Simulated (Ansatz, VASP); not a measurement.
# One calculation of Zr3O, two programs

```xyz
8
Lattice="5.7786 0.0000 0.0000 -2.8893 5.0045 0.0000 0.0000 0.0000 4.8148" Properties=species:S:1:pos:R:3 pbc="T T T"
Zr    1.8453    0.0000    0.0000
Zr    0.9226    1.5981    2.4074
Zr   -0.9226    1.5981    0.0000
Zr    3.9334    0.0000    2.4074
Zr    1.9667    3.4064    0.0000
Zr   -1.9667    3.4064    2.4074
O     0.0000    3.3363    1.2037
O     2.8893    1.6682    3.6111
```

Alike in both runs: task single point; functional PBEsol; k mesh 9 × 9 × 8; occupations gaussian, width 0.15 eV; no spin polarisation.

```csv
,VASP,Ansatz
version,VASP 6.6.1,Ansatz 0.2.0
potentials or method,"VASP PAW PBE potentials, release 64 (Zr_sv, O), cutoff 520 eV","scalar-relativistic, plane waves, PAW"
valence electrons in the cell,84,84
```

```tsv
	VASP	Ansatz	Ansatz less VASP
gap on the k mesh at the Fermi level (eV)	none	none	-
pressure (GPa)	-0.9	-1.0	-0.12
traceless stress, the component that is largest in VASP (GPa)	11.77	11.77	-0.001
rms of the force components (eV/Å)	0.906	0.910	+0.0043
```

VASP's potentials were made for PBE, not for PBEsol, and Ansatz warns of the same on its side. Atom by atom the forces differ by 0.004 eV/Å (rms over components). A gap of «none» marks a metal or a gap that the smearing closes.
